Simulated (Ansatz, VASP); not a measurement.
One calculation of TiRu3O8, two programs

INCAR

```
  PREC = Accurate
  ENCUT = 600
  EDIFF = 1E-7
  ISMEAR = -1
  SIGMA = 0.15
  LREAL = F
  LASPH = T
  NELM = 120
  ALGO = Normal
  ISIF = 3
  LWAVE = F
  LCHARG = F
  GGA = PE
  IBRION = 2
  NSW = 80
  EDIFFG = -0.001
  GGA_COMPAT = F
  NELMIN = 4
  KPAR = 4
```

KPOINTS

```
regular mesh
0
Gamma
  8 8 8
```

POSCAR

```
TiRu3O8
1.0
   -2.9406352406      3.3059356599      3.3089801854
    2.9406352406     -3.3059356599      3.3089801854
    2.9406352406      3.3059356599     -3.3089801854
Ti Ru O
1 3 8
Direct
    0.5000000000      0.5000000000      0.0000000000
    0.0000000000      0.7367713138      0.7367713138
    0.0000000000      0.2632286862      0.2632286862
    0.5000000000      0.0000000000      0.5000000000
    0.7004710534      0.7401899011      0.4406609545
    0.7004710534      0.2598100989      0.9602811524
    0.2132369222      0.7132369222      0.5000000000
    0.1857035306      0.1857035306      0.0000000000
    0.2995289466      0.7401899011      0.0397188476
    0.2995289466      0.2598100989      0.5593390455
    0.7867630778      0.2867630778      0.5000000000
    0.8142964694      0.8142964694      0.0000000000
```

Input for Ansatz:

```yaml
crystal:
  lattice:
    - [-2.9406352406, 3.3059356599, 3.3089801854]
    - [2.9406352406, -3.3059356599, 3.3089801854]
    - [2.9406352406, 3.3059356599, -3.3089801854]
  atoms:
    - { symbol: Ti, position: [0.5, 0.5, 0.0] }
    - { symbol: Ru, position: [0.0, 0.7367713138, 0.7367713138] }
    - { symbol: Ru, position: [0.0, 0.2632286862, 0.2632286862] }
    - { symbol: Ru, position: [0.5, 0.0, 0.5] }
    - { symbol: O, position: [0.7004710534, 0.7401899011, 0.4406609545] }
    - { symbol: O, position: [0.7004710534, 0.2598100989, 0.9602811524] }
    - { symbol: O, position: [0.2132369222, 0.7132369222, 0.5] }
    - { symbol: O, position: [0.1857035306, 0.1857035306, 0.0] }
    - { symbol: O, position: [0.2995289466, 0.7401899011, 0.0397188476] }
    - { symbol: O, position: [0.2995289466, 0.2598100989, 0.5593390455] }
    - { symbol: O, position: [0.7867630778, 0.2867630778, 0.5] }
    - { symbol: O, position: [0.8142964694, 0.8142964694, 0.0] }
basis:
  ecutwfc: 420
kpoints:
  mp_grid: { grid: [8, 8, 8] }
hamiltonian:
  xc: pbe
scf:
  occupations: { method: fermi_dirac, width: 0.15 }
output:
  forces: true
  stress: true
  eigenvalues: true
relax:
  adjacent_minimum: "off"
  f_tol: 0.001
  max_steps: 60
  cell: { stress_tol: 0.01 }
```

Alike in both runs: task relaxation of cell and atoms; functional PBE; k mesh 8 × 8 × 8; occupations fermi-dirac, width 0.15 eV; no spin polarisation.

|  | VASP | Ansatz |
| --- | --- | --- |
| version | VASP 6.6.1 | Ansatz 0.2.0 |
| potentials or method | VASP PAW PBE potentials, release 64 (Ti_sv, Ru_pv, O), cutoff 600 eV | scalar-relativistic, plane waves, PAW |
| valence electrons in the cell | 102 | 108 |

|  | VASP | Ansatz | Ansatz less VASP |
| --- | --- | --- | --- |
| gap on the k mesh at the Fermi level, each at its own relaxed structure (eV) | none | none | - |
| relaxed volume (Å³/atom) | 10.74 | 10.74 | -0.004 |
| relaxed cell length with the largest relative difference (Å) | 5.524 | 5.524 | +0.0002 |

A gap of «none» marks a metal or a gap that the smearing closes. VASP's potentials hold 102 valence electrons a cell and Ansatz's 108, so a difference there can come from the potentials and not from the codes.
